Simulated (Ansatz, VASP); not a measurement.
**Two plane-wave programs on Pb**

```
CELL_PARAMETERS angstrom
3.39300 0.00000 0.00000
-1.69650 2.93842 0.00000
0.00000 0.00000 5.45025
ATOMIC_POSITIONS crystal
Pb 0.33333 0.66667 0.25000
Pb 0.66667 0.33333 0.75000
```

Change from the starting cell: strain -0.025 along x and y, -0.025 along z, atoms carried along.

Alike in both runs: task single point; functional r2SCAN; k mesh 18 × 18 × 10; occupations gaussian, width 0.15 eV; no spin polarisation.

```csv
,VASP,Ansatz
version,VASP 6.6.1,Ansatz 0.2.0
potentials or method,"VASP PAW PBE potentials, release 64 (Pb_d), cutoff 520 eV","scalar-relativistic, plane waves, PAW"
valence electrons in the cell,28,28
```

```csv
,VASP,Ansatz,Ansatz less VASP
gap on the k mesh at the Fermi level (eV),none,none,-
pressure (GPa),8.0,8.0,-0.04
"traceless stress, the component that is largest in VASP (GPa)",1.61,1.59,-0.017
```

VASP's potentials were made for PBE, not for r2SCAN. A gap of «none» marks a metal or a gap that the smearing closes.

Spin-orbit coupling is off throughout.
